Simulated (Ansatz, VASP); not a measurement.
# Ru in VASP and in Ansatz

Contents of INCAR:

```
SYSTEM = Ru
  ALGO = Normal
  EDIFF = 1E-6
  ENCUT = 520
  GGA = PS
  ISIF = 2
  ISMEAR = -1
  LASPH = .True.
  LCHARG = .False.
  LREAL = .False.
  LWAVE = .False.
  NBANDS = 21
  NELM = 60
  PREC = Accurate
  SIGMA = 0.03
```

The input KPOINTS:

```
k-points
0
Gamma
  14 14 8
  0 0 0
```

POSCAR

```
Ru
1.0
    2.6787413409      0.0000000000      0.0000000000
   -1.3393706704      2.3198580514      0.0000000000
    0.0000000000      0.0000000000      4.2819000000
Ru
2
Direct
    0.3333333333      0.6666666667      0.2500000000
    0.6666666667      0.3333333333      0.7500000000
```

Input for Ansatz:

```yaml
crystal:
  lattice:
    - [2.6787413409, 0.0, 0.0]
    - [-1.3393706704, 2.3198580514, 0.0]
    - [0.0, 0.0, 4.2819]
  atoms:
    - { symbol: Ru, position: [0.3333333333, 0.6666666667, 0.25] }
    - { symbol: Ru, position: [0.6666666667, 0.3333333333, 0.75] }
kpoints:
  mp_grid: { grid: [14, 14, 8] }
  band_path:
    path:
      - [0.0, 0.0, 0.0]
      - [0.5, 0.0, 0.0]
      - [0.3333333333, 0.3333333333, 0.0]
      - [0.0, 0.0, 0.0]
      - [0.0, 0.0, 0.5]
      - [0.5, 0.0, 0.5]
      - [0.3333333333, 0.3333333333, 0.5]
      - [0.0, 0.0, 0.5]
      - [0.5, 0.0, 0.5]
    npoints: 5
scf:
  occupations: { method: fermi_dirac, width: 0.03 }
hamiltonian:
  xc: pbesol
  pseudopotentials: { kind: all_electron, lapw: { basis_error: 0.0005 } }
output:
  forces: true
  stress: true
  eigenvalues: true
```

Change from the starting cell: equal xx and yy strain of -1 %.

Alike in both runs: task single point; functional PBEsol; k mesh 14 × 14 × 8; occupations fermi-dirac, width 0.03 eV; no spin polarisation.

```csv
,VASP,Ansatz
version,VASP 6.6.1,Ansatz 0.2.0
potentials or method,"VASP PAW PBE potentials, release 64 (Ru_pv), cutoff 520 eV","all-electron LAPW, scalar-relativistic"
```

```csv
,VASP,Ansatz,Ansatz less VASP
pressure (GPa),0.3,0.3,0.00
"traceless stress, the component that is largest in VASP (GPa)",-4.50,-4.55,-0.045
```

VASP's potentials were made for PBE, not for PBEsol. Ansatz ran all-electron here, and VASP with PAW potentials.
